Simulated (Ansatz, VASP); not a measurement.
# Two plane-wave programs on RbH2

The input INCAR:

```
  PREC = Accurate
  ENCUT = 520
  EDIFF = 1E-6
  ISMEAR = 0
  SIGMA = 0.1
  LREAL = F
  LASPH = T
  NELM = 60
  ALGO = Normal
  ISIF = 2
  LWAVE = F
  LCHARG = F
  GGA = PE
  NBANDS = 20
```

File KPOINTS:

```
regular mesh
0
Gamma
  6 6 4
```

The input POSCAR:

```
RbH2
1.0
    2.4769580000     -2.4901413200      0.0000000000
    2.4769580000      2.4901413200      0.0000000000
    0.0000000000      0.0000000000      5.3000437600
Rb H
2 4
Direct
    0.0000000000      0.5000000000      0.0000000000
    0.5000000000      0.0000000000      0.5000000000
    0.7845240200      0.7845240200      0.7500000000
    0.2154759800      0.2154759800      0.7500000000
    0.2154759800      0.2154759800      0.2500000000
    0.7845240200      0.7845240200      0.2500000000
```

Input for Ansatz:

```yaml
crystal:
  lattice:
    - [2.476958, -2.49014132, 0.0]
    - [2.476958, 2.49014132, 0.0]
    - [0.0, 0.0, 5.30004376]
  atoms:
    - { symbol: Rb, position: [0.0, 0.5, 0.0] }
    - { symbol: Rb, position: [0.5, 0.0, 0.5] }
    - { symbol: H, position: [0.78452402, 0.78452402, 0.75] }
    - { symbol: H, position: [0.21547598, 0.21547598, 0.75] }
    - { symbol: H, position: [0.21547598, 0.21547598, 0.25] }
    - { symbol: H, position: [0.78452402, 0.78452402, 0.25] }
basis:
  ecutwfc: 420
kpoints:
  mp_grid: { grid: [6, 6, 4] }
hamiltonian:
  xc: pbe
scf:
  occupations: { method: gaussian, width: 0.1 }
  lower_state_search: "off"
output:
  forces: true
  stress: true
  eigenvalues: true
```

Alike in both runs: task single point; functional PBE; k mesh 6 × 6 × 4; occupations gaussian, width 0.1 eV; no spin polarisation.

|  | VASP | Ansatz |
| --- | --- | --- |
| version | VASP 6.6.1 | Ansatz 0.2.0 |
| potentials or method | VASP PAW PBE potentials, release 64 (Rb_sv, H), cutoff 520 eV | scalar-relativistic, plane waves, PAW |
| valence electrons in the cell | 22 | 22 |

Ansatz gave:

```
gap on the k mesh at the Fermi level (eV) : none
rms of the force components (eV/Å)        : 0.213
```

Problem. Estimate VASP's values.

Solution. gap on the k mesh at the Fermi level (eV): none; rms of the force components (eV/Å): 0.215.

Atom by atom the forces differ by 0.002 eV/Å (rms over components). A gap of «none» marks a metal or a gap that the smearing closes. With one functional, cell and mesh, what is left measures potentials, basis and numerics.
